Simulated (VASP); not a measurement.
# Sr2FeCl (R-3m) in VASP: further runs

Runs on Sr2FeCl. Level: PBE. Tasks: relaxation of cell and atoms, single point.

All numbers are computed with VASP 6.6.1; they aren't measurements. Logs are shortened: lines on timing, memory, paths and dates and some standing lists are left out, and cuts for length are marked.

**1. The cell of the first run**

It takes space group R-3m (No. 166, trigonal). Conventional cell: a = 3.914 Å, b = 3.914 Å, c = 21.032 Å, α = 90.00°, β = 90.00°, γ = 120.00°. Within 3.5 Å of Fe (site symmetry -3m) lie 6 Sr at 2.63 Å. Cl (site symmetry -3m) has 6 Sr at 3.12 Å and 6 Cl at 3.91 Å within 4.1 Å. Sr (site symmetry 3m) has 3 Fe at 2.63 Å and 3 Cl at 3.12 Å within 3.5 Å.

**2. Relaxation of cell and atoms, PBE**

The input, INCAR:

```
PREC = Accurate
ENCUT = 600
EDIFF = 1E-6
ISMEAR = -1
SIGMA = 0.1
LREAL = False
LASPH = True
NELM = 60
ALGO = Normal
ISIF = 3
LWAVE = False
LCHARG = False
GGA = PE
IBRION = 2
NSW = 60
EDIFFG = -0.01
```

The input, KPOINTS:

```
regular mesh
0
Gamma
  5 5 5
```

The input, POSCAR:

```
Sr2FeCl
1.0
    1.9567720000      3.3892220000      0.0000000000
   -1.9567720000      3.3892220000      0.0000000000
    0.0000000000     -2.2594820000      7.0105840000
Fe Cl Sr
1 1 2
Direct
    0.5000000000      0.5000000000      0.5000000000
    0.0000000000      0.0000000000      0.0000000000
    0.2308000000      0.2308000000      0.6924000000
    0.7692000000      0.7692000000      0.3076000000
```

Potentials or basis: VASP PAW PBE potentials, release 64 (Fe, Cl, Sr_sv).

On the command line:

```sh
> cat potpaw_PBE.64/Fe/POTCAR potpaw_PBE.64/Cl/POTCAR potpaw_PBE.64/Sr_sv/POTCAR > POTCAR
> mpirun -np 1 vasp_std > vasp.out
```

OUTCAR:

```text
PREC = Accurate
   ENCUT = 600
   EDIFF = 1E-6
   ISMEAR = -1
   LREAL = False
   LASPH = True
   NELM = 60
   ISIF = 3
   GGA = PE
   IBRION = 2
   NSW = 60
   EDIFFG = -0.01

 ion  position               nearest neighbor table
   1  0.500  0.500  0.500-   3 2.63   4 2.63   3 2.63   3 2.63   4 2.63   4 2.63
   2  0.000  0.000  0.000-   3 3.12   4 3.12   4 3.12   4 3.12   3 3.12   3 3.12
   3  0.231  0.231  0.692-   1 2.63   1 2.63   1 2.63   2 3.12   2 3.12   2 3.12   4 3.52   4 3.52
                             4 3.52   4 4.87   4 4.87   4 4.87
   4  0.769  0.769  0.308-   1 2.63   1 2.63   1 2.63   2 3.12   2 3.12   2 3.12   3 3.52   3 3.52
                             3 3.52   3 4.87   3 4.87   3 4.87

  LATTYP: Found a trigonal (rhomboedric) cell.
 ALAT       =     7.3657014024
 COS(alpha) =     0.8588495626

  Lattice vectors:

 A1 = (   1.9567720000,   1.1297400000,   7.0105840000)
 A2 = (  -1.9567720000,   1.1297400000,   7.0105840000)
 A3 = (   0.0000000000,  -2.2594820000,   7.0105840000)

Analysis of symmetry for initial positions (statically):
=====================================================================
 Subroutine PRICEL returns:
 Original cell was already a primitive cell.

 Routine SETGRP: Setting up the symmetry group for a
 trigonal (rhombohedral) supercell.

 Subroutine GETGRP returns: Found 12 space group operations
 (whereof 12 operations were pure point group operations)
 out of a pool of 12 trial point group operations.

The static configuration has the point symmetry D_3d.

Analysis of symmetry for dynamics (positions and initial velocities):
=====================================================================
 Subroutine PRICEL returns:
 Original cell was already a primitive cell.

 Routine SETGRP: Setting up the symmetry group for a
 trigonal (rhombohedral) supercell.

 Subroutine GETGRP returns: Found 12 space group operations
 (whereof 12 operations were pure point group operations)
 out of a pool of 12 trial point group operations.

The dynamic configuration has the point symmetry D_3d.

 Subroutine INISYM returns: Found 12 space group operations
 (whereof 12 operations are pure point group operations),
 and found     1 'primitive' translations

----------------------------------------------------------------------------------------

                                     Primitive cell

  volume of cell :      92.9875

  direct lattice vectors                    reciprocal lattice vectors
     1.956772000  3.389222000  0.000000000     0.255522871  0.147526482  0.047547170
    -1.956772000  3.389222000  0.000000000    -0.255522871  0.147526482  0.047547170
     0.000000000 -2.259482000  7.010584000     0.000000000  0.000000000  0.142641469

  length of vectors
     3.913538351  3.913538351  7.365700709     0.298859054  0.298859054  0.142641469

  position of ions in fractional coordinates (direct lattice)
     0.500000000  0.500000000  0.500000000
     0.000000000  0.000000000  0.000000000
     0.230800000  0.230800000  0.692400000
     0.769200000  0.769200000  0.307600000

  ion indices of the primitive-cell ions
   primitive index   ion index
                 1           1
                 2           2
                 3           3
                 4           4

----------------------------------------------------------------------------------------

 KPOINTS: regular mesh

Automatic generation of k-mesh.
 Grid dimensions read from file:
 generate k-points for:    5    5    5

 Generating k-lattice:

  Cartesian coordinates                     Fractional coordinates (reciprocal lattice)
     0.051104574  0.029505296  0.009509434     0.200000000 -0.000000000  0.000000000
    -0.051104574  0.029505296  0.009509434    -0.000000000  0.200000000  0.000000000
     0.000000000  0.000000000  0.028528294     0.000000000  0.000000000  0.200000000

  Length of vectors
     0.059771811  0.059771811  0.028528294

  Shift w.r.t. Gamma in fractional coordinates (k-lattice)
     0.000000000  0.000000000  0.000000000

 Subroutine IBZKPT returns following result:
 ===========================================

 Found     19 irreducible k-points:

 Following reciprocal coordinates:
            Coordinates               Weight
  0.000000  0.000000  0.000000      1.000000
  0.200000  0.000000 -0.000000      6.000000
  0.400000  0.000000 -0.000000      6.000000
  0.200000  0.200000 -0.000000      6.000000
  0.400000  0.200000 -0.000000     12.000000
 -0.400000  0.200000  0.000000     12.000000
[... 11 lines left out ...]
  0.000000  0.000000  0.400000      2.000000
  0.200000  0.000000  0.400000      6.000000
   k-points           NKPTS =     19   k-points in BZ     NKDIM =     19   number of bands    NBANDS=     21
   number of dos      NEDOS =    301   number of ions     NIONS =      4
   total plane-waves  NPLWV =  61440
   dimension x,y,z NGX =    32 NGY =   32 NGZ =   60
   dimension x,y,z NGXF=    64 NGYF=   64 NGZF=  120
   ions per type =               1   1   2
   NGX,Y,Z   is equivalent  to a cutoff of  13.59, 13.59, 13.54 a.u.
   NGXF,Y,Z  is equivalent  to a cutoff of  27.19, 27.19, 27.08 a.u.
 SYSTEM =  unknown system
   PREC   = accura    normal or accurate (medium, high low for compatibility)
   ISTART =      0    job   : 0-new  1-cont  2-samecut
   ICHARG =      2    charge: 1-file 2-atom 10-const
   ISPIN  =      1    spin polarized calculation?
   LNONCOLLINEAR =      F non collinear calculations
   LSORBIT =      F    spin-orbit coupling
   LASPH  =      T    aspherical Exc in radial PAW
   ENCUT  =  600.0 eV  44.10 Ry    6.64 a.u.   7.82  7.82 14.71*2*pi/ulx,y,z
   NELM   =     60;   NELMIN=  2; NELMDL= -5     # of ELM steps
   EDIFF  = 0.1E-05   stopping-criterion for ELM
   LREAL  =      F    real-space projection
   EDIFFG = -.1E-01   stopping-criterion for IOM
   NSW    =     60    number of steps for IOM
   IBRION =      2    ionic relax: 0-MD 1-quasi-New 2-CG
   NFREE  =      1    steps in history (QN), initial steepest desc. (CG)
   ISIF   =      3    stress and relaxation
   ISYM   =      2    0-nonsym 1-usesym 2-fastsym
   POTIM  = 0.5000    time-step for ionic-motion
   TEBEG  =    0.0;   TEEND  =   0.0 temperature during run
   PSTRESS=    0.0 pullay stress
   NELECT =      35.0000    total number of electrons
   NUPDOWN=      -1.0000    fix difference up-down
   EMIN   =  10.00;   EMAX   =-10.00  energy-range for DOS
   EFERMI =   0.00;   METHOD = LEGACY
   ISMEAR =    -1;   SIGMA  =   0.10  broadening in eV -4-tet -1-fermi 0-gaus
   EFERMI_NEDOS =   21; number of points for ismear=-14 and -15
   IALGO  =     38    algorithm
   IMIX   =      4    mixing-type and parameters
     AMIX     =   0.40;   BMIX     =  1.00
     AMIX_MAG =   1.60;   BMIX_MAG =  1.00
  volume/ion in A,a.u.               =      23.25       156.88
  Fermi-wavevector in a.u.,A,eV,Ry     =   1.182014  2.233683 19.009483  1.397158
  Thomas-Fermi vector in A             =   2.318277
   LORBIT       =      0    0 simple, 1 ext, 2 COOP (PROOUT), +10 PAW based schemes
   GGA     = PE    functional components
   LHFCALC =     F    Hartree Fock is set to
   AEXX    =    0.0000 exact exchange contribution
   IVDW    =     0    specifies the selected vdW correction
   LEPSILON=     F    determine dielectric tensor
   LRPA    =     F    only Hartree local field effects (RPA)
 conjugate gradient relaxation of ions
 non-spin polarized calculation
  energy-cutoff  :      600.00
  volume of cell :       92.99
 maximum number of plane-waves:      3131
   NGX = 15   NGY = 15   NGZ = 29

--------------------------------------- Ionic step        1  -------------------------------------------

 number of electron      35.0000004 magnetization

 Free energy of the ion-electron system (eV)
  ---------------------------------------------------
  ext. energy  EPLUGINS =         0.00000000
  ---------------------------------------------------
  free energy    TOTEN  =       -12.60540368 eV

  energy without entropy =      -12.35315051  energy(sigma->0) =      -12.47927710

 E-fermi :   3.8965     XC(G=0):  -9.6617

 val. band max:        3.8625160160   @ k =  -0.4000   0.2000   0.0000
 cond. band min:       3.9910829564   @ k =   0.0000   0.0000   0.0000
 fundamental gap:      0.1285669404
 Fermi energy:         3.8965134140

 k-point     1 :       0.0000    0.0000    0.0000
  band No.  band energies     occupation
      1     -30.7413      2.00000
      2     -30.6417      2.00000
      3     -13.6225      2.00000
      4     -12.8011      2.00000
      5     -12.8010      2.00000
      6     -12.6288      2.00000
[... 552 lines left out ...]
  FREE ENERGIE OF THE ION-ELECTRON SYSTEM (eV)
  ---------------------------------------------------
  free  energy   TOTEN  =       -14.1754197963 eV

  energy  without entropy=      -13.8843119174  energy(sigma->0) =      -14.02986586

[... ionic steps 4 to 8 ...]

--------------------------------------- Ionic step        9  -------------------------------------------

 number of electron      34.9999998 magnetization

------------------------ aborting loop because EDIFF is reached ----------------------------------------

  FORCE on cell =-STRESS in cart. coord.  units (eV):
  Direction    XX          YY          ZZ          XY          YZ          ZX
  --------------------------------------------------------------------------------------
  -------------------------------------------------------------------------------------
  Total       -0.1565268     -0.1565262      0.1274208      0.0000000     -0.0000000      0.0000000
  in kB       -2.1765362     -2.1765276      1.7718117      0.0000000     -0.0000001      0.0000000
  external PRESSURE =      -0.8604173 kB  Pullay stress =       0.0000000 kB
[... 61 lines left out ...]
  energy  without entropy=      -14.1254125776  energy(sigma->0) =      -14.24082032

--------------------------------------- Ionic step       11  -------------------------------------------

 number of electron      34.9999998 magnetization

 Free energy of the ion-electron system (eV)
  ---------------------------------------------------
  ext. energy  EPLUGINS =         0.00000000
  ---------------------------------------------------
  free energy    TOTEN  =       -14.35771769 eV

  energy without entropy =      -14.13184863  energy(sigma->0) =      -14.24478316

 E-fermi :   3.1781     XC(G=0):  -8.8777

 val. band max:        3.1753255012   @ k =   0.2000   0.0000   0.2000
 cond. band min:       3.2317170823   @ k =   0.4000   0.4000   0.2000
 fundamental gap:      0.0563915811
 Fermi energy:         3.1780689041

 k-point     1 :       0.0000    0.0000    0.0000
  band No.  band energies     occupation
      1     -32.3453      2.00000
      2     -32.3395      2.00000
      3     -14.8353      2.00000
      4     -14.3597      2.00000
      5     -14.2769      2.00000
      6     -14.2768      2.00000
[... 476 lines left out ...]
  FREE ENERGIE OF THE ION-ELECTRON SYSTEM (eV)
  ---------------------------------------------------
  free  energy   TOTEN  =       -14.3577176855 eV

  energy  without entropy=      -14.1318486310  energy(sigma->0) =      -14.24478316

 reached required accuracy - stopping structural energy minimisation
```

Run time: 4 min. Hardware: 1 thread of Intel Xeon 6975P-C (Granite Rapids), shared host; peak memory 0.27 GiB.

What came out:

- Free energy: -14.3577 eV
- Relaxed volume: 28.66 Å³/atom
- Relaxed cell: a = 4.011 Å, b = 4.011 Å, c = 8.547 Å, α = 103.57°, β = 103.57°, γ = 60.00°
- Space group after relaxing (to 0.05 Å): R-3m (No. 166)
- Energy gained by relaxing: 438.1 meV/atom
- Ionic steps: 11
- Pressure after relaxing: 0.0 GPa

Forces in eV/Å, atoms in the order of the input:
```
Fe   0.000  0.000  0.000
Cl   0.000  0.000  0.000
Sr   0.000  0.000 -0.002
Sr   0.000  0.000  0.002
```

Step by step:
| step | energy change (eV) | largest force (eV/Å) | pressure (GPa) | volume (Å³) |
| --- | --- | --- | --- | --- |
| 1 | 0.0000 | 3.0759 | 14.54 | 92.99 |
| 2 | -1.5698 | 0.6122 | -0.74 | 124.37 |
| 3 | -1.5700 | 0.5989 | -0.80 | 124.64 |
| 4 | -1.6312 | 0.4724 | -0.64 | 122.55 |
| 5 | -1.7242 | 0.1711 | -0.19 | 117.69 |
| 6 | -1.6605 | 0.6024 | 1.52 | 107.93 |
| 7 | -1.7444 | 0.0420 | 0.18 | 114.83 |
| 8 | -1.7449 | 0.0719 | 0.19 | 114.41 |
| 9 | -1.7501 | 0.0623 | -0.09 | 115.22 |
| 10 | -1.7508 | 0.0564 | -0.23 | 115.71 |
| 11 | -1.7523 | 0.0025 | -0.04 | 114.63 |

Final structure:
```
Fe Cl Sr
1.0
     2.00557    3.47374    0.00000
    -2.00557    3.47374    0.00000
     0.00000   -2.31583    8.22713
Fe Cl Sr
1 1 2
Direct
  0.50000 0.50000 0.50000
  0.00000 0.00000 0.00000
  0.24413 0.24413 0.73240
  0.75587 0.75587 0.26760
```

Caveat: the k points lie up to 0.37 Å⁻¹ apart in the final cell; the volume moved by over 15 % at a fixed basis, so the end points are rough; an odd number of electrons without spin polarisation forces a metal; a magnetic or distorted state may lie lower; the run has no spin polarisation, though such a crystal can be magnetic. Spin polarisation is off, so any magnetic state and its effect on volume and gap are missing.

**3. Single point, PBE**

This run uses another cell than the first one, of 28.55 Å³/atom, 1.228 times its volume.

The input, INCAR:

```
SYSTEM = Sr2FeCl
PREC = Accurate ; ENCUT = 520
EDIFF = 1E-6 ; ISMEAR = -1
SIGMA = 0.1 ; LREAL = .False.
LASPH = .True. ; NELM = 60
ALGO = Normal ; ISIF = 2
LWAVE = .False. ; LCHARG = .False.
GGA = PE ; NBANDS = 26
```

The input, KPOINTS:

```
regular mesh
0
Gamma
  8 8 8
  0 0 0
```

The input, POSCAR:

```
Sr2FeCl
1.0
    2.0047974554      3.4724110517      0.0000001651
   -2.0047974554      3.4724110517      0.0000001651
    0.0000000000     -2.3149410912      8.2034537161
Fe Cl Sr
1 1 2
Direct
    0.5000000000      0.5000000000      0.5000000000
    0.0000000000      0.0000000000      0.0000000000
    0.2439266317      0.2439266317      0.7317798952
    0.7560733683      0.7560733683      0.2682201048
```

Potentials or basis: VASP PAW PBE potentials, release 64 (Fe, Cl, Sr_sv).

On the command line:

```sh
> cat potpaw_PBE.64/Fe/POTCAR potpaw_PBE.64/Cl/POTCAR potpaw_PBE.64/Sr_sv/POTCAR > POTCAR
> mpirun -np 1 vasp_std > vasp.out
```

Wall time 4.3 min (1 thread of Oxide Virtual Turin-like, shared host); peak memory 0.32 GiB.

Results (log left out):

```
Free energy   : -14.3621 eV
Pressure      : 0.0 GPa
Largest force : 0.010 eV/Å
```

Forces on the atoms (eV/Å):
```
Fe   0.000  0.000  0.000
Cl   0.000  0.000  0.000
Sr   0.000  0.000  0.010
Sr   0.000  0.000 -0.010
```

Levels at points of the mesh, in eV from the Fermi level:
| k point | band 13 | band 14 | band 15 | band 16 | band 17 | band 18 | band 19 | band 20 | band 21 | band 22 |
| --- | --- | --- | --- | --- | --- | --- | --- | --- | --- | --- |
| (0.00, 0.00, 0.00) | -3.52 | -0.87 | -0.44 | -0.42 | -0.42 | -0.32 | -0.32 | 1.95 | 2.31 | 3.09 |
| (0.50, 0.00, 0.00) | -1.40 | -0.94 | -0.56 | -0.28 | -0.22 | 0.10 | 0.33 | 0.86 | 2.44 | 2.47 |
| (0.50, 0.50, 0.00) | -1.45 | -1.11 | -0.31 | -0.24 | -0.20 | 0.10 | 0.29 | 1.22 | 1.64 | 2.76 |
| (0.00, 0.00, 0.50) | -3.00 | -1.37 | -0.76 | -0.41 | -0.41 | -0.29 | -0.29 | 1.88 | 2.63 | 2.63 |

Caveat: an odd number of electrons without spin polarisation forces a metal; a magnetic or distorted state may lie lower; the run has no spin polarisation, though such a crystal can be magnetic. Spin polarisation is off, so any magnetic state and its effect on volume and gap are missing.
